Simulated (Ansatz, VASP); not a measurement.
Bi: VASP beside Ansatz

POSCAR

```
Bi
1.0
   -1.9009354414      1.9009354414      1.9009354414
    1.9009354414     -1.9009354414      1.9009354414
    1.9009354414      1.9009354414     -1.9009354414
Bi
1
Direct
    0.0000000000      0.0000000000      0.0000000000
```

The input INCAR.step1:

```
SYSTEM = Bi
  PREC = Accurate
  ENCUT = 550
  ISMEAR = -1
  SIGMA = 0.1
  LREAL = .FALSE.
  LASPH = .TRUE.
  NELM = 120
  NBANDS = 14
  GGA = PE
  ALGO = Normal
  EDIFF = 1E-5
  LWAVE = .TRUE.
  LCHARG = .FALSE.
  GGA_COMPAT = .FALSE.
```

The input INCAR.step2:

```
SYSTEM = Bi
  PREC = Accurate
  ENCUT = 550
  EDIFF = 1E-6
  ISMEAR = -1
  SIGMA = 0.1
  LREAL = .FALSE.
  LASPH = .TRUE.
  NELM = 120
  ALGO = Normal
  ISIF = 2
  LWAVE = .FALSE.
  LCHARG = .FALSE.
  METAGGA = R2SCAN
  LMIXTAU = .TRUE.
  NBANDS = 14
  ISTART = 1
  GGA_COMPAT = .FALSE.
```

KPOINTS

```
Automatic mesh
0
G
  13 13 13
  0 0 0
```

Input for Ansatz:

```yaml
crystal:
  lattice:
    - [-1.9009354414, 1.9009354414, 1.9009354414]
    - [1.9009354414, -1.9009354414, 1.9009354414]
    - [1.9009354414, 1.9009354414, -1.9009354414]
  atoms:
    - { symbol: Bi, position: [0.0, 0.0, 0.0] }
hamiltonian:
  xc: r2scan
  pseudopotentials:
    kind: paw
    azcp:
      Bi: "pseudopotentials/Bi.paw.azcp"
basis:
  ecutwfc: 500
  fft_grid_basis: typed
kpoints:
  mp_grid: { grid: [13, 13, 13], shift: [0, 0, 0] }
magnetization:
  spin_polarized: false
scf:
  occupations: { method: fermi_dirac, width: 0.1 }
  lower_state_search: "off"
output:
  stress: true
```

Alike in both runs: task single point; functional r2SCAN; k mesh 13 × 13 × 13; occupations fermi-dirac, width 0.1 eV; no spin polarisation.

|  | VASP | Ansatz |
| --- | --- | --- |
| version | VASP 6.6.1 | Ansatz 0.2.0 |
| potentials or method | VASP PAW PBE potentials, release 64 (Bi_d), cutoff 550 eV | plane waves (500 eV) with PAW, scalar-relativistic |
| valence electrons in the cell | 15 | 15 |

|  | VASP | Ansatz | Ansatz less VASP |
| --- | --- | --- | --- |
| pressure (GPa) | 9.4 | 9.4 | 0.00 |

VASP's potentials were made for PBE, not for r2SCAN.

Spin-orbit coupling is off throughout.
